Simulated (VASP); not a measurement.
# V4Bi4O15 (a cell with a defect) in VASP: further runs

The runs below take V4Bi4O15 (a cell with a defect) through single point, with PBE.

Program: VASP 6.6.1. These are calculated values, not measurements. Logs are shortened: lines on timing, memory, paths and dates and some standing lists are left out, and cuts for length are marked.

## Step 1: The cell of the first run

The cell holds a defect, 23 atoms: a = 6.929 Å, b = 6.929 Å, c = 7.307 Å, α = 90.00°, β = 90.00°, γ = 116.36°.

## Step 2: Single point, PBE

The input, INCAR:

```
PREC = Accurate ; ENCUT = 520
EDIFF = 1E-7 ; ISMEAR = 0
SIGMA = 0.02 ; LREAL = Auto
LASPH = T ; NELM = 60
ALGO = Normal ; ISIF = 2
LWAVE = F ; LCHARG = F
GGA = PE ; NELECT = 200.0
NBANDS = 118
```

The input, KPOINTS:

```
Automatic mesh
0
Gamma
  2 2 2
  0.5 0.5 0.5
```

The input, POSCAR:

```
V4Bi4O15
1.0
   -2.5834678445     -2.5834678445      5.8874966706
   -2.5834678445     -2.5834678445     -5.8874966706
    5.1669356890     -5.1669356890      0.0000000000
V Bi O
4 4 15
Direct
    0.0321246966      0.0773665056      0.4426478551
    0.4928156124      0.4909034245      0.0000339660
    0.4903553064     -0.0011080713      0.7415903217
   -0.0078069753      0.4765097317      0.2713142923
   -0.0217196390     -0.0097233690     -0.0467269218
    0.4957616900      0.4875077575      0.5070883707
    0.4856451468     -0.0243984537      0.2465962568
    0.0049175246      0.5187950127      0.7883923364
    1.3024443771      0.1337447777      0.4278856237
    0.4434081578      0.6090469776      0.1922228299
    0.2245874294      0.8628923339      0.8358093191
    0.7328515572      0.3881294939      0.3343156571
    0.6006687944      0.2713143831      0.7011824257
    0.1134438662      0.7461499564      0.2744694506
    0.8617196812     -0.0210933871      0.2614079372
    0.3376254814      0.4880586875      0.8074247003
    0.6458589145      0.9702616457      0.9112833570
    0.0929079924      0.3644092924      0.4604633468
    0.9201057660      0.9387213180      0.6317843295
    0.4077464888      0.2328227381      0.0567446583
    0.4953069572      0.8653039393      0.5432000065
   -0.0049434896      0.3748267464      0.0548668528
    0.7786914540      0.6319895451      0.9453500670
```

Potentials or basis: VASP PAW PBE potentials, release 64 (V_sv, Bi_d, O).

Command:

```sh
cat potpaw_PBE.64/V_sv/POTCAR potpaw_PBE.64/Bi_d/POTCAR potpaw_PBE.64/O/POTCAR > POTCAR
mpirun -np 1 vasp_std > vasp.out
```

OUTCAR:

```text
PREC = Accurate
   ENCUT = 520
   EDIFF = 1E-7
   ISMEAR = 0
   LREAL = Auto
   LASPH = T
   NELM = 60
   ISIF = 2
   GGA = PE
   NELECT = 200.0

 ion  position               nearest neighbor table
   1  0.032  0.077  0.443-  19 1.67  15 1.70   9 1.74  18 1.85   6 3.24
   2  0.493  0.491  0.000-  20 1.67  10 1.73  16 1.77  23 1.82
   3  0.490  0.999  0.742-  17 1.71  13 1.72  21 1.73  11 1.79
   4  0.992  0.477  0.271-  14 1.67  12 1.68  22 1.74  18 1.87
   5  0.978  0.990  0.953-  23 2.24  17 2.27  15 2.38  19 2.38  11 2.40  22 2.72  20 2.79   8 3.56
                             8 3.78
   6  0.496  0.488  0.507-   9 2.29  13 2.40  12 2.40  16 2.45  10 2.53  18 2.55  21 2.63   1 3.24
                             7 3.91
   7  0.486  0.976  0.247-  21 2.31  14 2.36   9 2.41  10 2.46  20 2.50  15 2.60  12 2.68  17 2.70
                             6 3.91
   8  0.005  0.519  0.788-  22 2.18  11 2.21  23 2.34  16 2.41  13 2.63  18 2.80   5 3.56   5 3.78

   9  0.302  0.134  0.428-   1 1.74   6 2.29   7 2.41
  10  0.443  0.609  0.192-   2 1.73   7 2.46   6 2.53
  11  0.225  0.863  0.836-   3 1.79   8 2.21   5 2.40
  12  0.733  0.388  0.334-   4 1.68   6 2.40   7 2.68
  13  0.601  0.271  0.701-   3 1.72   6 2.40   8 2.63
  14  0.113  0.746  0.274-   4 1.67   7 2.36
  15  0.862  0.979  0.261-   1 1.70   5 2.38   7 2.60
  16  0.338  0.488  0.807-   2 1.77   8 2.41   6 2.45
  17  0.646  0.970  0.911-   3 1.71   5 2.27   7 2.70
  18  0.093  0.364  0.460-   1 1.85   4 1.87   6 2.55   8 2.80
  19  0.920  0.939  0.632-   1 1.67   5 2.38
  20  0.408  0.233  0.057-   2 1.67   7 2.50   5 2.79
  21  0.495  0.865  0.543-   3 1.73   7 2.31   6 2.63
  22  0.995  0.375  0.055-   4 1.74   8 2.18   5 2.72
  23  0.779  0.632  0.945-   2 1.82   5 2.24   8 2.34

  LATTYP: Found a base centered orthorhombic cell.
 ALAT       =     7.3071505273
 B/A-ratio  =     1.6114343474
 C/A-ratio  =     1.0000000000

  Lattice vectors:

 A1 = (  -2.5834678445,  -2.5834678445,   5.8874966706)
 A2 = (  -2.5834678445,  -2.5834678445,  -5.8874966706)
 A3 = (   5.1669356890,  -5.1669356890,   0.0000000000)

Analysis of symmetry for initial positions (statically):
=====================================================================
 Subroutine PRICEL returns:
 Original cell was already a primitive cell.

 Routine SETGRP: Setting up the symmetry group for a
 base centered orthorhombic supercell.

 Subroutine GETGRP returns: Found  1 space group operations
 (whereof  1 operations were pure point group operations)
 out of a pool of  8 trial point group operations.

The static configuration has the point symmetry C_1 .

Analysis of symmetry for dynamics (positions and initial velocities):
=====================================================================
 Subroutine PRICEL returns:
 Original cell was already a primitive cell.

 Routine SETGRP: Setting up the symmetry group for a
 base centered orthorhombic supercell.

 Subroutine GETGRP returns: Found  1 space group operations
 (whereof  1 operations were pure point group operations)
 out of a pool of  8 trial point group operations.

The dynamic configuration has the point symmetry C_1 .

 Subroutine INISYM returns: Found  1 space group operations
 (whereof  1 operations are pure point group operations),
 and found     1 'primitive' translations

----------------------------------------------------------------------------------------

                                     Primitive cell

  volume of cell :     314.3596

  direct lattice vectors                    reciprocal lattice vectors
    -2.583467844 -2.583467844  5.887496671    -0.096769155 -0.096769155  0.084925738
    -2.583467844 -2.583467844 -5.887496671    -0.096769155 -0.096769155 -0.084925738
     5.166935689 -5.166935689  0.000000000     0.096769155 -0.096769155  0.000000000

  length of vectors
     6.929013584  6.929013584  7.307150527     0.161061850  0.161061850  0.136852251

  position of ions in fractional coordinates (direct lattice)
     0.032124697  0.077366506  0.442647855
     0.492815612  0.490903424  0.000033966
     0.490355306  0.998891929  0.741590322
     0.992193025  0.476509732  0.271314292
     0.978280361  0.990276631  0.953273078
     0.495761690  0.487507757  0.507088371
[... 15 lines left out ...]
     0.995056510  0.374826746  0.054866853
     0.778691454  0.631989545  0.945350067

  ion indices of the primitive-cell ions
   primitive index   ion index
                 1           1
                 2           2
                 3           3
                 4           4
                 5           5
                 6           6
[... 15 lines left out ...]
                22          22
                23          23

----------------------------------------------------------------------------------------

 KPOINTS: Automatic mesh

Automatic generation of k-mesh.
 Grid dimensions read from file:
 generate k-points for:    2    2    2

 Generating k-lattice:

  Cartesian coordinates                     Fractional coordinates (reciprocal lattice)
    -0.048384577 -0.048384577  0.042462869     0.500000000  0.000000000  0.000000000
    -0.048384577 -0.048384577 -0.042462869     0.000000000  0.500000000  0.000000000
     0.048384577 -0.048384577  0.000000000     0.000000000  0.000000000  0.500000000

  Length of vectors
     0.080530925  0.080530925  0.068426126

  Shift w.r.t. Gamma in fractional coordinates (k-lattice)
     0.500000000  0.500000000  0.500000000

 Subroutine IBZKPT returns following result:
 ===========================================

 Found      4 irreducible k-points:

 Following reciprocal coordinates:
            Coordinates               Weight
  0.250000  0.250000  0.250000      2.000000
 -0.250000 -0.250000  0.250000      2.000000
 -0.250000  0.250000  0.250000      2.000000
  0.250000 -0.250000  0.250000      2.000000
   k-points           NKPTS =      4   k-points in BZ     NKDIM =      4   number of bands    NBANDS=    118
   number of dos      NEDOS =    301   number of ions     NIONS =     23
   total plane-waves  NPLWV = 157464
   dimension x,y,z NGX =    54 NGY =   54 NGZ =   54
   dimension x,y,z NGXF=   108 NGYF=  108 NGZF=  108
   ions per type =               4   4  15
   NGX,Y,Z   is equivalent  to a cutoff of  12.96, 12.96, 12.29 a.u.
   NGXF,Y,Z  is equivalent  to a cutoff of  25.91, 25.91, 24.57 a.u.
 SYSTEM =  unknown system
   PREC   = accura    normal or accurate (medium, high low for compatibility)
   ISTART =      0    job   : 0-new  1-cont  2-samecut
   ICHARG =      2    charge: 1-file 2-atom 10-const
   ISPIN  =      1    spin polarized calculation?
   LNONCOLLINEAR =      F non collinear calculations
   LSORBIT =      F    spin-orbit coupling
   LASPH  =      T    aspherical Exc in radial PAW
   ENCUT  =  520.0 eV  38.22 Ry    6.18 a.u.  12.88 12.88 13.59*2*pi/ulx,y,z
   NELM   =     60;   NELMIN=  2; NELMDL= -5     # of ELM steps
   EDIFF  = 0.1E-06   stopping-criterion for ELM
   LREAL  =      T    real-space projection
   EDIFFG = 0.1E-05   stopping-criterion for IOM
   NSW    =      0    number of steps for IOM
   IBRION =     -1    ionic relax: 0-MD 1-quasi-New 2-CG
   NFREE  =      0    steps in history (QN), initial steepest desc. (CG)
   ISIF   =      2    stress and relaxation
   ISYM   =      2    0-nonsym 1-usesym 2-fastsym
   POTIM  = 0.5000    time-step for ionic-motion
   TEBEG  =    0.0;   TEEND  =   0.0 temperature during run
   PSTRESS=    0.0 pullay stress
   NELECT =     200.0000    total number of electrons
   NUPDOWN=      -1.0000    fix difference up-down
   EMIN   =  10.00;   EMAX   =-10.00  energy-range for DOS
   EFERMI =   0.00;   METHOD = LEGACY
   ISMEAR =     0;   SIGMA  =   0.02  broadening in eV -4-tet -1-fermi 0-gaus
   EFERMI_NEDOS =   21; number of points for ismear=-14 and -15
   IALGO  =     38    algorithm
   IMIX   =      4    mixing-type and parameters
     AMIX     =   0.40;   BMIX     =  1.00
     AMIX_MAG =   1.60;   BMIX_MAG =  1.00
  volume/ion in A,a.u.               =      13.67        92.23
  Fermi-wavevector in a.u.,A,eV,Ry     =   1.408021  2.660775 26.973878  1.982524
  Thomas-Fermi vector in A             =   2.530221
   LORBIT       =      0    0 simple, 1 ext, 2 COOP (PROOUT), +10 PAW based schemes
   GGA     = PE    functional components
   LHFCALC =     F    Hartree Fock is set to
   AEXX    =    0.0000 exact exchange contribution
   IVDW    =     0    specifies the selected vdW correction
   LEPSILON=     F    determine dielectric tensor
   LRPA    =     F    only Hartree local field effects (RPA)
 non-spin polarized calculation
 Gauss-broadening in eV      SIGMA  =   0.02
  energy-cutoff  :      520.00
  volume of cell :      314.36
 maximum number of plane-waves:      8480
 NGX is ok and might be reduce to    54
   NGX = 25   NGY = 25   NGZ = 27

 number of electron     200.0000002 magnetization

 Free energy of the ion-electron system (eV)
  ---------------------------------------------------
  ext. energy  EPLUGINS =         0.00000000
  ---------------------------------------------------
  free energy    TOTEN  =      -181.61397536 eV

  energy without entropy =     -181.61397536  energy(sigma->0) =     -181.61397536

 E-fermi :   4.1643     XC(G=0): -10.4267

 val. band max:        3.9948472753   @ k =   0.2500   0.2500   0.2500
 cond. band min:       6.1859944956   @ k =  -0.2500  -0.2500   0.2500
 fundamental gap:      2.1911472203
 Fermi energy:         4.1642965064

 k-point     1 :       0.2500    0.2500    0.2500
  band No.  band energies     occupation
      1     -60.2770      2.00000
      2     -60.2601      2.00000
      3     -60.0173      2.00000
      4     -59.9617      2.00000
      5     -34.2771      2.00000
      6     -34.2630      2.00000
[... 104 lines left out ...]
    111       7.8536      0.00000
    112       7.9792      0.00000

 k-point     2 :      -0.2500   -0.2500    0.2500
  band No.  band energies     occupation
      1     -60.2770      2.00000
      2     -60.2601      2.00000
      3     -60.0173      2.00000
      4     -59.9617      2.00000
      5     -34.2771      2.00000
      6     -34.2630      2.00000
[... 104 lines left out ...]
    111       7.8362      0.00000
    112       8.0174      0.00000

 k-point     3 :      -0.2500    0.2500    0.2500
  band No.  band energies     occupation
      1     -60.2770      2.00000
      2     -60.2601      2.00000
      3     -60.0173      2.00000
      4     -59.9617      2.00000
      5     -34.2771      2.00000
      6     -34.2630      2.00000
[... 104 lines left out ...]
    111       7.7910      0.00000
    112       7.9971      0.00000

 k-point     4 :       0.2500   -0.2500    0.2500
  band No.  band energies     occupation
      1     -60.2770      2.00000
      2     -60.2601      2.00000
      3     -60.0173      2.00000
      4     -59.9617      2.00000
      5     -34.2771      2.00000
      6     -34.2630      2.00000
[... 104 lines left out ...]
    111       7.7999      0.00000
    112       7.9910      0.00000
 [bands above 112 left out]

------------------------ aborting loop because EDIFF is reached ----------------------------------------

  FORCE on cell =-STRESS in cart. coord.  units (eV):
  Direction    XX          YY          ZZ          XY          YZ          ZX
  --------------------------------------------------------------------------------------
  -------------------------------------------------------------------------------------
  Total      -17.7564279    -15.1707644    -12.2789341     -1.0932405     -1.5619700     -0.3549779
  in kB      -90.4980878    -77.3198965    -62.5812837     -5.5718513     -7.9607957     -1.8091938
  external PRESSURE =     -76.7997560 kB  Pullay stress =       0.0000000 kB

 VOLUME and BASIS-vectors are now :
 -----------------------------------------------------------------------------
  energy-cutoff  :      520.00
  volume of cell :      314.36
      direct lattice vectors                 reciprocal lattice vectors
    -2.583467844 -2.583467844  5.887496671    -0.096769155 -0.096769155  0.084925738
    -2.583467844 -2.583467844 -5.887496671    -0.096769155 -0.096769155 -0.084925738
     5.166935689 -5.166935689  0.000000000     0.096769155 -0.096769155  0.000000000

 POSITION                                       TOTAL-FORCE (eV/Angst)
 -----------------------------------------------------------------------------------
      2.00427     -2.57000     -0.26636        -0.102567     -0.060198     -0.089590
     -2.54123     -2.54158      0.01126        -0.113045     -0.015785     -0.030422
     -0.01567     -7.67917     -2.99401         0.014721     -0.011057     -0.038014
     -2.39248     -5.19621      3.03608         0.006462      0.037803      0.130378
     -0.16020    -10.01120     -0.07063         0.001075     -0.040667      0.005317
      0.07985     -5.16034      0.04860        -0.034895     -0.019955      0.017151
[... 15 lines left out ...]
     -3.25556     -3.82254      3.65160        -0.028418      0.111497      0.074744
      1.24011     -8.52901      0.86371        -0.031470     -0.014473      0.055036
 -----------------------------------------------------------------------------------
    total drift:                                0.013929      0.026191     -0.000206

  FREE ENERGIE OF THE ION-ELECTRON SYSTEM (eV)
  ---------------------------------------------------
  free  energy   TOTEN  =      -181.6139753632 eV

  energy  without entropy=     -181.6139753632  energy(sigma->0) =     -181.61397536
```

It took 5 min on 1 thread of Intel Xeon Platinum 8488C (Sapphire Rapids), shared host; peak memory 0.42 GiB.

What came out:

```
Free energy   : -181.6140 eV
Largest force : 0.241 eV/Å
```

Forces on the atoms (eV/Å):
```
V   -0.103 -0.060 -0.090
V   -0.113 -0.016 -0.030
V    0.015 -0.011 -0.038
V    0.006  0.038  0.130
Bi   0.001 -0.041  0.005
Bi  -0.035 -0.020  0.017
Bi  -0.015  0.015 -0.015
Bi  -0.007  0.089  0.037
O   -0.059 -0.016  0.071
O    0.090 -0.099 -0.058
O    0.067  0.007 -0.047
O    0.100  0.050 -0.137
O   -0.102 -0.049 -0.059
O   -0.171 -0.075 -0.081
O    0.012  0.125 -0.045
O   -0.031  0.076 -0.040
O    0.063 -0.090  0.093
O    0.014 -0.113 -0.058
O    0.220 -0.099 -0.011
O    0.143  0.083  0.145
O   -0.035  0.109  0.079
O   -0.028  0.111  0.075
O   -0.031 -0.014  0.055
```

Caveat: the cell carries a net charge on a neutralising background, which shifts energy and pressure; the cell is charged against a uniform background, so pressure and absolute levels hang on convention; spin-orbit coupling is left out, which moves the levels of the heavy elements.

## Step 3: Single point, PBE

The input, INCAR:

```
SYSTEM = V4Bi4O15
PREC = Accurate
ENCUT = 520
EDIFF = 1E-6
ISMEAR = 0
SIGMA = 0.02
LREAL = Auto
LASPH = .TRUE.
NELM = 100
ALGO = Normal
ISIF = 2
LWAVE = .FALSE.
LCHARG = .FALSE.
GGA = PE
NBANDS = 118
NELECT = 200.0
```

KPOINTS is that of step 2.

The input, POSCAR:

```
V4Bi4O15
1.0
   -2.5834678445     -2.5834678445      5.8874966706
   -2.5834678445     -2.5834678445     -5.8874966706
    5.1669356890     -5.1669356890      0.0000000000
V Bi O
4 4 15
Direct
    0.0370128045      0.1043291908      0.4541288379
    0.4934103168      0.4850206730     -0.0029363632
    0.4907230533     -0.0161293777      0.7432957813
   -0.0015776958      0.4857666137      0.2565002895
   -0.0178764256     -0.0242543485     -0.0324760187
    0.5037428542      0.4930940159      0.4997377857
    0.4940264025     -0.0283703261      0.2430083468
    0.0037067586      0.5019285265      0.7813699924
    1.2956990187      0.1343511009      0.4272541082
    0.4501364067      0.6044519079      0.1954299532
    0.2162963621      0.8551344304      0.8208689357
    0.7427095753      0.4039307850      0.3265178050
    0.6051935089      0.2526818870      0.6963559674
    0.1210501056      0.7549495724      0.2318014142
    0.8575135149     -0.0210084256      0.2842417805
    0.3391082259      0.4834773946      0.8069454994
    0.6331493971      0.9499115296      0.9249966107
    0.1078209491      0.3936008134      0.4516175816
    0.9341558217      1.0057127200      0.6589925257
    0.4093765553      0.2265657513      0.0516332147
    0.4916509651      0.8475873023      0.5434896366
   -0.0085250958      0.3584400374      0.0508667063
    0.7750992750      0.6182592712      0.9341836807
```

Potentials or basis: VASP PAW PBE potentials, release 64 (V_sv, Bi_d, O).

Command:

```sh
cat potpaw_PBE.64/V_sv/POTCAR potpaw_PBE.64/Bi_d/POTCAR potpaw_PBE.64/O/POTCAR > POTCAR
mpirun -np 1 vasp_std > vasp.out
```

Run time: 4.8 min. Hardware: 1 thread of Intel Xeon Platinum 8488C (Sapphire Rapids), shared host; peak memory 0.43 GiB.

It converged, with:

| Item | Value |
| --- | --- |
| Free energy | -181.7564 eV |
| Largest force | 0.245 eV/Å |

Forces in eV/Å, atoms in the order of the input:
```
V   -0.079 -0.051 -0.044
V   -0.102 -0.039 -0.044
V    0.090  0.053  0.001
V   -0.020 -0.023  0.104
Bi   0.009 -0.051  0.041
Bi  -0.017 -0.015 -0.032
Bi  -0.012  0.012  0.003
Bi  -0.014  0.045  0.019
O   -0.049 -0.025  0.098
O    0.066 -0.093 -0.048
O    0.048  0.048 -0.046
O    0.110  0.046 -0.127
O   -0.131 -0.063 -0.058
O   -0.177 -0.048 -0.099
O    0.028  0.133 -0.036
O   -0.032  0.098 -0.053
O    0.098 -0.094  0.084
O   -0.039 -0.097 -0.036
O    0.171 -0.152 -0.088
O    0.155  0.089  0.146
O   -0.023  0.108  0.077
O   -0.029  0.118  0.080
O   -0.050  0.003  0.058
```

Levels at points of the mesh, in eV from the Fermi level:
```tsv
k point	band 96	band 97	band 98	band 99	band 100	band 101	band 102	band 103	band 104	band 105
(0.25, 0.25, 0.25)	-0.80	-0.77	-0.66	-0.47	-0.22	2.08	2.32	2.45	2.56	2.70
```

Caveat: the cell carries a net charge on a neutralising background, which shifts energy and pressure; the cell is charged against a uniform background, so pressure and absolute levels hang on convention; spin-orbit coupling is left out, which moves the levels of the heavy elements.
